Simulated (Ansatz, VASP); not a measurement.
**One calculation of NaCl, two programs**

Contents of INCAR:

```
  PREC = Accurate
  ENCUT = 520
  EDIFF = 1E-6
  ISMEAR = -1
  SIGMA = 0.02
  LREAL = F
  LASPH = T
  NELM = 100
  ALGO = Normal
  ISIF = 2
  LWAVE = F
  LCHARG = T
  GGA = PE
  LELF = T
  LVHAR = T
  NBANDS = 14
```

The input KPOINTS:

```
regular mesh
0
Gamma
  8 8 8
```

File POSCAR:

```
NaCl
1.0
    3.4036165401     -0.0559293248     -0.0559293248
   -0.0559293248      3.4036165401     -0.0559293248
   -0.0559293248     -0.0559293248      3.4036165401
Na Cl
1 1
Direct
    0.0000000000      0.0000000000      0.0000000000
    0.5000000000      0.5000000000      0.5000000000
```

Input for Ansatz:

```yaml
crystal:
  lattice:
    - [3.4036165401, -0.0559293248, -0.0559293248]
    - [-0.0559293248, 3.4036165401, -0.0559293248]
    - [-0.0559293248, -0.0559293248, 3.4036165401]
  atoms:
    - { symbol: Na, position: [0.0, 0.0, 0.0] }
    - { symbol: Cl, position: [0.5, 0.5, 0.5] }
kpoints:
  mp_grid: { grid: [8, 8, 8] }
  band_path:
    path:
      - [0.0, 0.0, 0.0]
      - [0.0, 0.5, 0.0]
      - [0.5, 0.5, 0.0]
      - [0.5, 0.5, 0.5]
      - [0.0, 0.5, 0.5]
    npoints: 1
hamiltonian:
  xc: pbe
scf:
  occupations: { method: fermi_dirac, width: 0.02 }
  n_extra_bands: 4
output:
  forces: true
  stress: true
  eigenvalues: true
```

Change from the starting cell: shear_111 strain -4.8%.

Alike in both runs: task single point; functional PBE; k mesh 8 × 8 × 8; occupations fermi-dirac, width 0.02 eV; no spin polarisation.

|  | VASP | Ansatz |
| --- | --- | --- |
| version | VASP 6.6.1 | Ansatz 0.2.0 |
| potentials or method | VASP PAW PBE potentials, release 64 (Na_pv, Cl) | plane waves, PAW |
| plane-wave cutoff (eV) | 520 | 420 |
| valence electrons in the cell | 14 | 16 |

```csv
,VASP,Ansatz,Ansatz less VASP
gap on the k mesh at the Fermi level (eV),4.30,4.30,0.000
pressure (GPa),2.9,3.0,+0.05
"traceless stress, the component that is largest in VASP (GPa)",0.12,0.12,-0.004
```

With one functional, cell and mesh, what is left measures potentials, basis and numerics. VASP's potentials hold 14 valence electrons a cell and Ansatz's 16, so a difference there can come from the potentials and not from the codes.
